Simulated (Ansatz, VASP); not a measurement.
**Ca: VASP beside Ansatz**

```xyz
1
Lattice="3.5492 0.0000 0.0000 0.0000 3.5492 0.0000 0.0000 0.0000 3.5492" Properties=species:S:1:pos:R:3 pbc="T T T"
Ca    0.0000    0.0000    0.0000
```

Change from the starting cell: volume scaled by 1.025.

Alike in both runs: task single point; functional PBE; k mesh 13 × 13 × 13; occupations fermi-dirac, width 0.05 eV; no spin polarisation.

|  | VASP | Ansatz |
| --- | --- | --- |
| version | VASP 6.6.1 | Ansatz 0.2.0 |
| potentials or method | VASP PAW PBE potentials, release 64 (Ca_sv), cutoff 520 eV | all-electron LAPW, scalar-relativistic |

|  | VASP | Ansatz | Ansatz less VASP |
| --- | --- | --- | --- |
| pressure (GPa) | -0.3 | -0.3 | +0.01 |

Ansatz ran all-electron here, and VASP with PAW potentials.
